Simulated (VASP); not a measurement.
Input of a VASP 6.6.1 run:

INCAR

```
PREC = Accurate
ENCUT = 520
EDIFF = 1E-7
ISMEAR = 0
SIGMA = 0.1
LREAL = False
LASPH = True
NELM = 60
ALGO = Normal
ISIF = 2
LWAVE = False
LCHARG = True
GGA = PE
LELF = True
LVHAR = True
NBANDS = 36
```

File KPOINTS:

```
Automatic mesh
0
Gamma
  6 4 12
```

File POSCAR:

```
In3Sb2As
1.0
    6.0019983997      0.0000000000      0.0000000000
    0.0000000000      8.8711975363      0.0000000000
    0.0000000000      0.0000000000      3.0663246691
In Sb As
3 2 1
Direct
    0.0000000000      0.8256471251      0.9087576517
    0.0000000000      0.5000000000      0.4067053398
    0.0000000000      0.1743528749      0.9087576517
    0.5000000000      0.8235265197      0.1371314835
    0.5000000000      0.1764734803      0.1371314835
    0.5000000000      0.5000000000      0.2515163899
```

Potentials or basis: VASP PAW PBE potentials, release 64 (In_d, Sb, As).

Command:

```console
$ cat potpaw_PBE.64/In_d/POTCAR potpaw_PBE.64/Sb/POTCAR potpaw_PBE.64/As/POTCAR > POTCAR
$ mpirun -np 1 vasp_std > vasp.out
```

Q: Estimate the pressure.

A: 0.0 GPa.

Q: What does it give for the band gap on the k mesh?

A: Zero (bands 27 and 28 overlap by 2.96 eV).

Q: What does it give for the largest force?

A: 0.005 eV/Å.

Forces in eV/Å, atoms in the order of the input:
```
In   0.000  0.003 -0.001
In   0.000  0.000  0.002
In   0.000 -0.003 -0.001
Sb   0.000  0.005  0.000
Sb   0.000 -0.005  0.000
As   0.000  0.000  0.001
```

Caveat: spin-orbit coupling is left out, which moves the levels of the heavy elements.
